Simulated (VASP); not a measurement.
Wanted: the native input for a VASP 6.6.1 run.

```yaml
Task: relaxation of cell and atoms
Functional: PBE
Potentials_or_basis: VASP PAW PBE potentials, release 64 (Mg, O)
Cutoff: 600 eV
k_mesh: 6 × 6 × 4
Occupations: gaussian, width 0.1 eV
Spin: collinear spin, ferromagnetic start
Starting_moments: "[0.0, 1.0, 1.0, 1.0, 1.0, 1.0] μB"
Dipole_correction: no
Further_INCAR_settings: ALGO = Normal; EDIFF = 1e-07; IBRION = 2; EDIFFG = -0.04; NSW = 90; ISIF = 3
```

The structure of MgO5 lies in POSCAR:

```
MgO5
1.0
    3.6500632600      0.0000000000      0.0000000000
   -1.8250316300      3.1610475100      0.0000000000
    0.0000000000      0.0000000000      5.9726916400
Mg O
1 5
Direct
    0.0000000000      0.0000000000      0.5000000000
    0.3333333300      0.6666666700      0.5000000000
    0.6666666700      0.3333333300      0.5000000000
    0.0000000000      0.0000000000      0.0000000000
    0.3333333300      0.6666666700      0.0000000000
    0.6666666700      0.3333333300      0.0000000000
```

One way to write it, as run:

INCAR

```
ALGO = Normal
EDIFF = 1E-7
EDIFFG = -0.04
ENCUT = 600
GGA = PE
IBRION = 2
ISIF = 3
ISMEAR = 0
ISPIN = 2
LASPH = True
LCHARG = False
LORBIT = 11
LREAL = False
LWAVE = False
MAGMOM = 0 1 1 1 1 1
NELM = 150
NSW = 90
PREC = Accurate
SIGMA = 0.1
```

KPOINTS

```
k-points
0
Gamma
  6 6 4
```

Potentials or basis: VASP PAW PBE potentials, release 64 (Mg, O).

The run is started by

```console
$ cat potpaw_PBE.64/Mg/POTCAR potpaw_PBE.64/O/POTCAR > POTCAR
$ mpirun -np 1 vasp_std > vasp.out
```

Results of the run:

```yaml
Relaxed_volume: 8.81 Å³/atom
Relaxed_cell: a = 3.992 Å, b = 3.992 Å, c = 3.829 Å, α = 90.00°, β = 90.00°, γ = 120.00°
Space_group_after_relaxing_to_0.05_Å: P6/mmm (No. 191)
Energy_gained_by_relaxing: 266.8 meV/atom
Ionic_steps: 27
Pressure_after_relaxing: 0.5 GPa
Band_gap_on_the_k_mesh: zero (filled and empty bands overlap)
Net_moment: 0.00 μB per cell
Valence_electrons_inside_the_program's_atomic_spheres: Mg 0.36; O 4.74, 4.83, 4.60
```

Caveat: the volume moved by over 15 % at a fixed basis, so the end points are rough.

Run time: 20 min on 1 thread of Intel(R) Xeon(R) 6975P-C (Granite Rapids), on a shared host, peak memory 0.3 GiB.
